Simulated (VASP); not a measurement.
# BeTe (F-43m) in VASP: further runs

Runs on BeTe. Level: PBE. Tasks: single point.

Everything below comes from runs of VASP 6.6.1. Logs are shortened: lines on timing, memory, paths and dates and some standing lists are left out, and cuts for length are marked.

## (1) The cell of the first run

The structure is cubic, space group F-43m (No. 216). The conventional cell has a = 5.558 Å, b = 5.558 Å, c = 5.558 Å, α = 90.00°, β = 90.00°, γ = 90.00°. Within 3.2 Å of Be (site symmetry -43m) lie 4 Te at 2.41 Å. Te (site symmetry -43m) has 4 Be at 2.41 Å within 3.2 Å.

## (2) Single point, PBE

The input, INCAR:

```
SYSTEM = BeTe
PREC = Accurate
ENCUT = 520
EDIFF = 1E-7
ISMEAR = 0
SIGMA = 0.05
LREAL = .FALSE.
LASPH = .TRUE.
NELM = 100
ALGO = Normal
ISIF = 2
LWAVE = .FALSE.
LCHARG = .TRUE.
GGA = PE
LELF = .TRUE.
LVHAR = .TRUE.
NBANDS = 11
```

The input, KPOINTS:

```
regular mesh
0
G
  10 10 10
  0 0 0
```

The input, POSCAR:

```
BeTe
1.0
    0.0000000000      2.7792027254      2.7792027254
    2.7792027254      0.0000000000      2.7792027254
    2.7792027254      2.7792027254      0.0000000000
Be Te
1 1
Direct
    0.0000000000      0.0000000000      0.0000000000
    0.7500000000      0.7500000000      0.7500000000
```

Potentials or basis: VASP PAW PBE potentials, release 64 (Be, Te).

Started as:

```
$ cat potpaw_PBE.64/Be/POTCAR potpaw_PBE.64/Te/POTCAR > POTCAR
$ mpirun -np 1 vasp_std > vasp.out
```

OUTCAR:

```text
SYSTEM = BeTe
   PREC = Accurate
   ENCUT = 520
   EDIFF = 1E-7
   ISMEAR = 0
   LREAL = .FALSE.
   LASPH = .TRUE.
   NELM = 100
   ISIF = 2
   GGA = PE

 ion  position               nearest neighbor table
   1  0.000  0.000  0.000-   2 2.41   2 2.41   2 2.41   2 2.41
   2  0.750  0.750  0.750-   1 2.41   1 2.41   1 2.41   1 2.41

  LATTYP: Found a face centered cubic cell.
 ALAT       =     5.5584054508

  Lattice vectors:

 A1 = (   0.0000000000,   2.7792027254,   2.7792027254)
 A2 = (   2.7792027254,   0.0000000000,   2.7792027254)
 A3 = (   2.7792027254,   2.7792027254,   0.0000000000)

Analysis of symmetry for initial positions (statically):
=====================================================================
 Subroutine PRICEL returns:
 Original cell was already a primitive cell.

 Routine SETGRP: Setting up the symmetry group for a
 face centered cubic supercell.

 Subroutine GETGRP returns: Found 24 space group operations
 (whereof 24 operations were pure point group operations)
 out of a pool of 48 trial point group operations.

The static configuration has the point symmetry T_d .

Analysis of symmetry for dynamics (positions and initial velocities):
=====================================================================
 Subroutine PRICEL returns:
 Original cell was already a primitive cell.

 Routine SETGRP: Setting up the symmetry group for a
 face centered cubic supercell.

 Subroutine GETGRP returns: Found 24 space group operations
 (whereof 24 operations were pure point group operations)
 out of a pool of 48 trial point group operations.

The dynamic configuration has the point symmetry T_d .

 Subroutine INISYM returns: Found 24 space group operations
 (whereof 24 operations are pure point group operations),
 and found     1 'primitive' translations

----------------------------------------------------------------------------------------

                                     Primitive cell

  volume of cell :      42.9329

  direct lattice vectors                    reciprocal lattice vectors
     0.000000000  2.779202725  2.779202725    -0.179907711  0.179907711  0.179907711
     2.779202725  0.000000000  2.779202725     0.179907711 -0.179907711  0.179907711
     2.779202725  2.779202725  0.000000000     0.179907711  0.179907711 -0.179907711

  length of vectors
     3.930386187  3.930386187  3.930386187     0.311609296  0.311609296  0.311609296

  position of ions in fractional coordinates (direct lattice)
     0.000000000  0.000000000  0.000000000
     0.750000000  0.750000000  0.750000000

  ion indices of the primitive-cell ions
   primitive index   ion index
                 1           1
                 2           2

----------------------------------------------------------------------------------------

 KPOINTS: regular mesh

Automatic generation of k-mesh.
 Grid dimensions read from file:
 generate k-points for:   10   10   10

 Generating k-lattice:

  Cartesian coordinates                     Fractional coordinates (reciprocal lattice)
    -0.017990771  0.017990771  0.017990771     0.100000000  0.000000000  0.000000000
     0.017990771 -0.017990771  0.017990771     0.000000000  0.100000000  0.000000000
     0.017990771  0.017990771 -0.017990771     0.000000000  0.000000000  0.100000000

  Length of vectors
     0.031160930  0.031160930  0.031160930

  Shift w.r.t. Gamma in fractional coordinates (k-lattice)
     0.000000000  0.000000000  0.000000000

 Subroutine IBZKPT returns following result:
 ===========================================

 Found     47 irreducible k-points:

 Following reciprocal coordinates:
            Coordinates               Weight
  0.000000  0.000000  0.000000      1.000000
  0.100000  0.000000  0.000000      8.000000
  0.200000  0.000000  0.000000      8.000000
  0.300000  0.000000  0.000000      8.000000
  0.400000  0.000000  0.000000      8.000000
  0.500000  0.000000  0.000000      4.000000
[... 16 lines left out ...]
  0.300000  0.300000  0.000000      6.000000
  0.400000  0.300000  0.000000     24.000000
 [... further k-points ...]
   k-points           NKPTS =     47   k-points in BZ     NKDIM =     47   number of bands    NBANDS=     11
   number of dos      NEDOS =    301   number of ions     NIONS =      2
   total plane-waves  NPLWV =  27000
   dimension x,y,z NGX =    30 NGY =   30 NGZ =   30
   dimension x,y,z NGXF=    60 NGYF=   60 NGZF=   60
   ions per type =               1   1
   NGX,Y,Z   is equivalent  to a cutoff of  12.69, 12.69, 12.69 a.u.
   NGXF,Y,Z  is equivalent  to a cutoff of  25.38, 25.38, 25.38 a.u.
 SYSTEM =  BeTe
   PREC   = accura    normal or accurate (medium, high low for compatibility)
   ISTART =      0    job   : 0-new  1-cont  2-samecut
   ICHARG =      2    charge: 1-file 2-atom 10-const
   ISPIN  =      1    spin polarized calculation?
   LNONCOLLINEAR =      F non collinear calculations
   LSORBIT =      F    spin-orbit coupling
   LASPH  =      T    aspherical Exc in radial PAW
   ENCUT  =  520.0 eV  38.22 Ry    6.18 a.u.   7.31  7.31  7.31*2*pi/ulx,y,z
   NELM   =    100;   NELMIN=  2; NELMDL= -5     # of ELM steps
   EDIFF  = 0.1E-06   stopping-criterion for ELM
   LREAL  =      F    real-space projection
   EDIFFG = 0.1E-05   stopping-criterion for IOM
   NSW    =      0    number of steps for IOM
   IBRION =     -1    ionic relax: 0-MD 1-quasi-New 2-CG
   NFREE  =      0    steps in history (QN), initial steepest desc. (CG)
   ISIF   =      2    stress and relaxation
   ISYM   =      2    0-nonsym 1-usesym 2-fastsym
   POTIM  = 0.5000    time-step for ionic-motion
   TEBEG  =    0.0;   TEEND  =   0.0 temperature during run
   PSTRESS=    0.0 pullay stress
   NELECT =       8.0000    total number of electrons
   NUPDOWN=      -1.0000    fix difference up-down
   EMIN   =  10.00;   EMAX   =-10.00  energy-range for DOS
   EFERMI =   0.00;   METHOD = LEGACY
   ISMEAR =     0;   SIGMA  =   0.05  broadening in eV -4-tet -1-fermi 0-gaus
   EFERMI_NEDOS =   21; number of points for ismear=-14 and -15
   IALGO  =     38    algorithm
   IMIX   =      4    mixing-type and parameters
     AMIX     =   0.40;   BMIX     =  1.00
     AMIX_MAG =   1.60;   BMIX_MAG =  1.00
  volume/ion in A,a.u.               =      21.47       144.86
  Fermi-wavevector in a.u.,A,eV,Ry     =   0.935064  1.767014 11.896178  0.874344
  Thomas-Fermi vector in A             =   2.061933
   LORBIT       =      0    0 simple, 1 ext, 2 COOP (PROOUT), +10 PAW based schemes
   GGA     = PE    functional components
   LHFCALC =     F    Hartree Fock is set to
   AEXX    =    0.0000 exact exchange contribution
   IVDW    =     0    specifies the selected vdW correction
   LEPSILON=     F    determine dielectric tensor
   LRPA    =     F    only Hartree local field effects (RPA)
 non-spin polarized calculation
 Gauss-broadening in eV      SIGMA  =   0.05
  energy-cutoff  :      520.00
  volume of cell :       42.93
 maximum number of plane-waves:      1179
 NGX is ok and might be reduce to    30
   NGX = 15   NGY = 15   NGZ = 15

 number of electron       7.9999999 magnetization

 Free energy of the ion-electron system (eV)
  ---------------------------------------------------
  ext. energy  EPLUGINS =         0.00000000
  ---------------------------------------------------
  free energy    TOTEN  =        -7.59627166 eV

  energy without entropy =       -7.59627166  energy(sigma->0) =       -7.59627166

 E-fermi :   5.7810     XC(G=0):  -9.2165

 val. band max:        5.5472933969   @ k =   0.0000   0.0000   0.0000
 cond. band min:       7.4210582235   @ k =   0.5000   0.5000   0.0000
 fundamental gap:      1.8737648266
 Fermi energy:         5.7810323021

 k-point     1 :       0.0000    0.0000    0.0000
  band No.  band energies     occupation
      1      -7.0177      2.00000
      2       5.5473      2.00000
      3       5.5473      2.00000
      4       5.5473      2.00000
      5       9.1216      0.00000
      6       9.1216      0.00000
      7       9.1216      0.00000
      8       9.6627      0.00000
      9      13.9204      0.00000
     10      15.8742      0.00000
     11      15.8742      0.00000

 k-point     2 :       0.1000    0.0000    0.0000
  band No.  band energies     occupation
      1      -6.9171      2.00000
      2       4.5849      2.00000
      3       5.3764      2.00000
      4       5.3764      2.00000
      5       9.1739      0.00000
      6       9.3683      0.00000
      7       9.3683      0.00000
      8      10.5051      0.00000
      9      14.2110      0.00000
     10      15.0885      0.00000
     11      15.0885      0.00000

 k-point     3 :       0.2000    0.0000    0.0000
  band No.  band energies     occupation
      1      -6.6286      2.00000
      2       2.9077      2.00000
      3       5.0132      2.00000
      4       5.0132      2.00000
      5       9.0345      0.00000
      6       9.8509      0.00000
      7       9.8509      0.00000
      8      12.0922      0.00000
      9      14.5645      0.00000
     10      14.5645      0.00000
     11      14.6234      0.00000

 k-point     4 :       0.3000    0.0000    0.0000
  band No.  band energies     occupation
      1      -6.2038      2.00000
      2       1.3425      2.00000
      3       4.6631      2.00000
      4       4.6631      2.00000
      5       8.8759      0.00000
      6      10.1332      0.00000
      7      10.1332      0.00000
      8      13.2483      0.00000
      9      14.8269      0.00000
     10      14.9031      0.00000
     11      14.9031      0.00000

 k-point     5 :       0.4000    0.0000    0.0000
  band No.  band energies     occupation
      1      -5.7711      2.00000
      2       0.1918      2.00000
      3       4.4279      2.00000
      4       4.4279      2.00000
      5       8.7677      0.00000
      6      10.1471      0.00000
      7      10.1471      0.00000
      8      13.4041      0.00000
      9      15.8383      0.00000
     10      16.0541      0.00000
     11      16.0541      0.00000
[... 211 lines left out ...]
 k-point    21 :      -0.3000    0.2000    0.0000
  band No.  band energies     occupation
      1      -5.6475      2.00000
      2       0.7785      2.00000
      3       2.5035      2.00000
      4       4.2730      2.00000
      5       9.3170      0.00000
      6      10.9786      0.00000
      7      11.2445      0.00000
      8      12.8963      0.00000
      9      14.2183      0.00000
     10      15.5127      0.00000
     11      17.8523      0.00000

 k-point    22 :      -0.2000    0.2000    0.0000
  band No.  band energies     occupation
      1      -6.0582      2.00000
      2       1.6675      2.00000
      3       2.9468      2.00000
      4       4.7289      2.00000
      5       9.6318      0.00000
      6      10.3781      0.00000
      7      11.0125      0.00000
      8      11.9680      0.00000
      9      13.6355      0.00000
     10      15.9994      0.00000
     11      16.9947      0.00000

 k-point    23 :       0.3000    0.3000    0.0000
  band No.  band energies     occupation
      1      -5.9226      2.00000
      2       1.8578      2.00000
      3       3.4080      2.00000
      4       3.4080      2.00000
      5       7.8619      0.00000
      6       9.3484      0.00000
      7      12.9406      0.00000
      8      12.9406      0.00000
      9      15.3293      0.00000
     10      17.2508      0.00000
     11      17.2965      0.00000

 k-point    24 :       0.4000    0.3000    0.0000
  band No.  band energies     occupation
      1      -5.5768      2.00000
      2       1.1308      2.00000
      3       2.9050      2.00000
      4       3.1887      2.00000
      5       7.9740      0.00000
      6       9.2008      0.00000
      7      13.2624      0.00000
      8      13.4292      0.00000
      9      16.5111      0.00000
     10      17.6993      0.00000
     11      17.9247      0.00000

 [... further k-points ...]

------------------------ aborting loop because EDIFF is reached ----------------------------------------

  FORCE on cell =-STRESS in cart. coord.  units (eV):
  Direction    XX          YY          ZZ          XY          YZ          ZX
  --------------------------------------------------------------------------------------
  -------------------------------------------------------------------------------------
  Total        0.9998163      0.9998163      0.9998163      0.0000000      0.0000000     -0.0000000
  in kB       37.3112768     37.3112768     37.3112768      0.0000000      0.0000000     -0.0000000
  external PRESSURE =      37.3112768 kB  Pullay stress =       0.0000000 kB

 VOLUME and BASIS-vectors are now :
 -----------------------------------------------------------------------------
  energy-cutoff  :      520.00
  volume of cell :       42.93
      direct lattice vectors                 reciprocal lattice vectors
     0.000000000  2.779202725  2.779202725    -0.179907711  0.179907711  0.179907711
     2.779202725  0.000000000  2.779202725     0.179907711 -0.179907711  0.179907711
     2.779202725  2.779202725  0.000000000     0.179907711  0.179907711 -0.179907711

 POSITION                                       TOTAL-FORCE (eV/Angst)
 -----------------------------------------------------------------------------------
      0.00000      0.00000      0.00000         0.000000      0.000000     -0.000000
      4.16880      4.16880      4.16880        -0.000000     -0.000000      0.000000
 -----------------------------------------------------------------------------------
    total drift:                               -0.000000     -0.000000     -0.000000

  FREE ENERGIE OF THE ION-ELECTRON SYSTEM (eV)
  ---------------------------------------------------
  free  energy   TOTEN  =        -7.5962716579 eV

  energy  without entropy=       -7.5962716579  energy(sigma->0) =       -7.59627166
```

It took 54 s on 1 thread of AMD EPYC 7R13, shared host; peak memory 0.15 GiB.

Results:

- Free energy: -7.5963 eV
- Pressure: 3.7 GPa
- Band gap on the k mesh: 1.87 eV, indirect (least direct gap 3.57 eV)

Caveat: spin-orbit coupling is left out, which moves the levels of the heavy elements.

## (3) Single point, PBE

This run uses another cell than the first one, of 21.98 Å³/atom, 1.024 times its volume.

The input, INCAR:

```
SYSTEM = BeTe
PREC     = Accurate       ! precision mode
ENCUT    = 520            ! plane-wave cutoff, eV
EDIFF    = 1E-6           ! SCF threshold, eV
ISMEAR   = 0              ! smearing method
SIGMA    = 0.05           ! smearing width, eV
LREAL    = .False.        ! projectors in reciprocal space
LASPH    = .True.         ! aspherical terms in the spheres
NELM     = 80             ! most SCF steps
ALGO     = Normal         ! electronic algorithm
ISIF     = 2              ! what is computed and relaxed
LWAVE    = .False.        ! write WAVECAR
LCHARG   = .False.        ! write CHGCAR
GGA      = PE             ! functional
NBANDS   = 11             ! bands
```

The input, KPOINTS:

```
regular mesh
0
Gamma
  10 10 10
  0 0 0
```

The input, POSCAR:

```
BeTe
1.0
    0.0000000000      2.8010148867      2.8010148867
    2.8010148867      0.0000000000      2.8010148867
    2.8010148867      2.8010148867      0.0000000000
Be Te
1 1
Direct
    0.0000000000      0.0000000000      0.0000000000
    0.7500000000      0.7500000000      0.7500000000
```

Potentials or basis: VASP PAW PBE potentials, release 64 (Be, Te).

Started as:

```
$ cat potpaw_PBE.64/Be/POTCAR potpaw_PBE.64/Te/POTCAR > POTCAR
$ mpirun -np 1 vasp_std > vasp.out
```

OUTCAR:

```text
SYSTEM = BeTe
   PREC = Accurate
   ENCUT = 520
   EDIFF = 1E-6
   ISMEAR = 0
   LREAL = .False.
   LASPH = .True.
   NELM = 80
   ISIF = 2
   GGA = PE

 ion  position               nearest neighbor table
   1  0.000  0.000  0.000-   2 2.43   2 2.43   2 2.43   2 2.43
   2  0.750  0.750  0.750-   1 2.43   1 2.43   1 2.43   1 2.43

  LATTYP: Found a face centered cubic cell.
 ALAT       =     5.6020297734

  Lattice vectors:

 A1 = (   0.0000000000,   2.8010148867,   2.8010148867)
[... 522 lines left out ...]

------------------------ aborting loop because EDIFF is reached ----------------------------------------

  FORCE on cell =-STRESS in cart. coord.  units (eV):
  Direction    XX          YY          ZZ          XY          YZ          ZX
  --------------------------------------------------------------------------------------
  -------------------------------------------------------------------------------------
  Total        0.5862040      0.5862040      0.5862040      0.0000000      0.0000000      0.0000000
  in kB       21.3689471     21.3689471     21.3689471      0.0000000      0.0000000      0.0000000
  external PRESSURE =      21.3689471 kB  Pullay stress =       0.0000000 kB

 VOLUME and BASIS-vectors are now :
 -----------------------------------------------------------------------------
  energy-cutoff  :      520.00
  volume of cell :       43.95
      direct lattice vectors                 reciprocal lattice vectors
     0.000000000  2.801014887  2.801014887    -0.178506727  0.178506727  0.178506727
     2.801014887  0.000000000  2.801014887     0.178506727 -0.178506727  0.178506727
     2.801014887  2.801014887  0.000000000     0.178506727  0.178506727 -0.178506727

 POSITION                                       TOTAL-FORCE (eV/Angst)
 -----------------------------------------------------------------------------------
      0.00000      0.00000      0.00000        -0.000000     -0.000000      0.000000
      4.20152      4.20152      4.20152         0.000000      0.000000     -0.000000
 -----------------------------------------------------------------------------------
    total drift:                               -0.000000     -0.000000     -0.000000

  FREE ENERGIE OF THE ION-ELECTRON SYSTEM (eV)
  ---------------------------------------------------
  free  energy   TOTEN  =        -7.6148397766 eV

  energy  without entropy=       -7.6148397766  energy(sigma->0) =       -7.61483978
```

OSZICAR:

```text
N       E                     dE             d eps       ncg     rms          rms(c)
DAV:   1     0.191852366704E+02    0.19185E+02   -0.33358E+03  1034   0.589E+02
DAV:   2    -0.665142969481E+01   -0.25837E+02   -0.24661E+02  1307   0.908E+01
DAV:   3    -0.775015451807E+01   -0.10987E+01   -0.10968E+01  1359   0.203E+01
DAV:   4    -0.776083340921E+01   -0.10679E-01   -0.10677E-01  1256   0.221E+00
DAV:   5    -0.776102762012E+01   -0.19421E-03   -0.19421E-03  1299   0.286E-01    0.424E+00
DAV:   6    -0.764734043593E+01    0.11369E+00   -0.13714E-01  1204   0.150E+00    0.253E+00
DAV:   7    -0.761391189358E+01    0.33429E-01   -0.10931E-01  1241   0.145E+00    0.509E-01
DAV:   8    -0.761452111254E+01   -0.60922E-03   -0.65268E-03  1175   0.467E-01    0.828E-02
DAV:   9    -0.761477157796E+01   -0.25047E-03   -0.34473E-04  1260   0.109E-01    0.328E-02
DAV:  10    -0.761483572293E+01   -0.64145E-04   -0.81339E-05  1135   0.468E-02    0.164E-02
DAV:  11    -0.761483734820E+01   -0.16253E-05   -0.24663E-06  1425   0.907E-03    0.121E-02
DAV:  12    -0.761483968433E+01   -0.23361E-05   -0.51182E-06  1109   0.132E-02    0.905E-03
DAV:  13    -0.761483977660E+01   -0.92270E-07   -0.41317E-08   822   0.153E-03
   1 F= -.76148398E+01 E0= -.76148398E+01  d E =-.754055E-16
```

Run time: 49 s. Hardware: 1 thread of AMD EPYC 7R13, shared host; peak memory 0.15 GiB.

Results:

```yaml
Free_energy: -7.6148 eV
Pressure: 2.1 GPa
Band_gap_on_the_k_mesh: 1.93 eV, indirect (least direct gap 3.60 eV)
```

Levels at points of the mesh, in eV from the valence-band top:
```csv
k point,band 1,band 2,band 3,band 4,band 5,band 6,band 7,band 8,band 9
"(0.00, 0.00, 0.00)",-12.40,0.00,0.00,0.00,3.60,3.60,3.60,3.94,8.34
"(0.50, 0.00, 0.00)",-11.02,-5.64,-1.16,-1.16,3.12,4.58,4.58,7.81,11.01
"(0.50, 0.50, 0.00)",-10.51,-5.20,-2.71,-2.71,1.93,2.64,9.81,9.81,11.64
```

Caveat: spin-orbit coupling is left out, which moves the levels of the heavy elements. A k mesh can miss the band edges.

[end of part 1 of 2]
